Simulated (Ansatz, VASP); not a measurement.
## One calculation of Cd, two programs

File INCAR:

```
PREC = Accurate ; ENCUT = 520
EDIFF = 1E-6 ; ISMEAR = -1
SIGMA = 0.1 ; LREAL = F
LASPH = T ; NELM = 60
ALGO = Normal ; ISIF = 2
LWAVE = F ; LCHARG = F
GGA = RP ; NBANDS = 19
```

Contents of KPOINTS:

```
Automatic mesh
0
Gamma
  9 9 9
```

File POSCAR:

```
Cd
1.0
    0.0000000000      3.3926466098      3.3926466098
    3.3926466098      0.0000000000      3.3926466098
    3.3926466098      3.3926466098      0.0000000000
Cd
2
Direct
    0.1250000000      0.1250000000      0.1250000000
    0.8750000000      0.8750000000      0.8750000000
```

Input for Ansatz:

```yaml
crystal:
  lattice:
    - [0.0, 3.3926466098, 3.3926466098]
    - [3.3926466098, 0.0, 3.3926466098]
    - [3.3926466098, 3.3926466098, 0.0]
  atoms:
    - { symbol: Cd, position: [0.125, 0.125, 0.125] }
    - { symbol: Cd, position: [0.875, 0.875, 0.875] }
hamiltonian:
  xc: rpbe
  pseudopotentials:
    kind: paw
    azcp:
      Cd: "pseudopotentials/Cd.paw.azcp"
basis:
  ecutwfc: 420
  fft_grid_basis: typed
kpoints:
  mp_grid: { grid: [9, 9, 9], shift: [0, 0, 0] }
magnetization:
  spin_polarized: false
scf:
  occupations: { method: fermi_dirac, width: 0.1 }
  lower_state_search: "off"
output:
  stress: true
```

Alike in both runs: task single point; functional RPBE; k mesh 9 × 9 × 9; occupations fermi-dirac, width 0.1 eV; no spin polarisation.

|  | VASP | Ansatz |
| --- | --- | --- |
| version | VASP 6.6.1 | Ansatz 0.2.0 |
| potentials or method | VASP PAW PBE potentials, release 64 (Cd), cutoff 520 eV | plane waves (420 eV) with PAW, scalar-relativistic |
| valence electrons in the cell | 24 | 40 |

```tsv
	VASP	Ansatz	Ansatz less VASP
pressure (GPa)	0.9	0.8	-0.11
```

VASP's potentials were made for PBE, not for RPBE. The functional is the same, so the differences come from potentials, cutoffs and numerics. VASP's potentials hold 24 valence electrons a cell and Ansatz's 40, so a difference there can come from the potentials and not from the codes.
